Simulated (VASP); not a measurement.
Input of a VASP 6.6.1 run:

POSCAR

```
MgO
1.0
    0.0000000000      2.1055000000      2.1055000000
    2.1055000000      0.0000000000      2.1055000000
    2.1055000000      2.1055000000      0.0000000000
Mg O
1 1
Direct
    0.0000000000      0.0000000000      0.0000000000
    0.5000000000      0.5000000000      0.5000000000
```

Contents of INCAR.step1:

```
PREC = Accurate
ENCUT = 500
EDIFF = 1E-8
ISMEAR = 0
SIGMA = 0.01
LREAL = False
LASPH = True
NELM = 100
ALGO = Normal
LWAVE = True
LCHARG = False
GGA = PE
```

File INCAR.step2:

```
PREC = Accurate
ENCUT = 500
EDIFF = 1E-8
ISMEAR = 0
SIGMA = 0.01
LREAL = False
LASPH = True
NELM = 1
ALGO = Exact
LWAVE = True
LCHARG = False
GGA = PE
NBANDS = 726
LOPTICS = True
ISTART = 1
```

INCAR.step3

```
PREC = Accurate
ENCUT = 500
EDIFF = 1E-8
ISMEAR = 0
SIGMA = 0.01
LREAL = False
LASPH = True
ALGO = EVGW0
LWAVE = False
LCHARG = False
GGA = PE
NELMGW = 1
NBANDS = 726
ENCUTGW = 200
NOMEGA = 48
PRECFOCK = Fast
ISTART = 1
NBANDSGW = 12
```

KPOINTS

```
regular mesh
0
Gamma
  2 2 2
```

Potentials or basis: VASP PAW PBE potentials, release 64 (Mg_GW, O_GW).

Run with:

```bash
$ cat potpaw_PBE.64/Mg_GW/POTCAR potpaw_PBE.64/O_GW/POTCAR > POTCAR
$ cp INCAR.step1 INCAR
$ mpirun -np 1 vasp_std > vasp.out
$ cp INCAR.step2 INCAR
$ mpirun -np 1 vasp_std > vasp.out
$ cp INCAR.step3 INCAR
$ mpirun -np 1 vasp_std > vasp.out
```

**Question.** Estimate the quasiparticle gap.

**Answer.** 6.66 eV.

**Question.** Predict the least direct quasiparticle gap.

**Answer.** 6.66 eV.

**Question.** What does it give for the least direct gap of the starting levels on the mesh?

**Answer.** 4.48 eV.

**Question.** Predict the band gap of the starting levels on the mesh.

**Answer.** 4.48 eV.

Caveat: the k points lie up to 1.29 Å⁻¹ apart, too coarse for converged energies, forces and pressures; bands, screening cutoff and mesh are small and nothing is extrapolated, so the quasiparticle values aren't converged.
